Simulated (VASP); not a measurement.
Wanted: the native input for a VASP 6.6.1 run.

```
Task                   : single point
Functional             : PBEsol
Potentials or basis    : VASP PAW PBE potentials, release 64 (Mo_sv, S)
Cutoff                 : 520 eV
k mesh                 : 12 × 12 × 4
Occupations            : methfessel-paxton, width 0.2 eV
Spin                   : no spin polarisation
Dipole correction      : no
Further INCAR settings : ALGO = Normal; EDIFF = 1e-06; NBANDS = 35
```

The structure of MoS2 lies in POSCAR:

```
MoS2
1.0
    3.4163997891      0.0000000000      0.0000000000
   -1.7081998946      2.9586890068      0.0000000000
    0.0000000000      0.0000000000     11.3950598566
Mo S
2 4
Direct
    0.3333333333      0.6666666667      0.2500000000
    0.6666666667      0.3333333333      0.7500000000
    0.3333333333      0.6666666667      0.6259932117
    0.6666666667      0.3333333333      0.1259932117
    0.3333333333      0.6666666667      0.8740067883
    0.6666666667      0.3333333333      0.3740067883
```

These files were run (other wordings do the same):

INCAR

```
SYSTEM = MoS2
PREC = Accurate
ENCUT = 520
EDIFF = 1E-6
ISMEAR = 1
SIGMA = 0.2
LREAL = .False.
LASPH = .True.
NELM = 100
ALGO = Normal
ISIF = 2
LWAVE = .False.
LCHARG = .False.
GGA = PS
NBANDS = 35
```

KPOINTS

```
Automatic mesh
0
Gamma
  12 12 4
  0 0 0
```

Potentials or basis: VASP PAW PBE potentials, release 64 (Mo_sv, S).

Command:

```bash
$ cat potpaw_PBE.64/Mo_sv/POTCAR potpaw_PBE.64/S/POTCAR > POTCAR
$ mpirun -np 1 vasp_std > vasp.out
```

It gave:

| Property | Result |
| --- | --- |
| Pressure | -7.3 GPa |
| Largest force | 0.942 eV/Å |
| Band gap on the k mesh | zero (bands 26 and 27 overlap by 0.67 eV) |

Caveat: the stress differs along the axes, from -15 to 9 GPa; the PAW data sets were made with another functional, which shifts forces and pressure a little; this functional lacks dispersion, which binds layers or chains, so the pressure and a relaxed spacing across them are unreliable.

It took 99 s on 1 thread of Intel(R) Xeon(R) 6975P-C (Granite Rapids), on a shared host, peak memory 0.36 GiB.
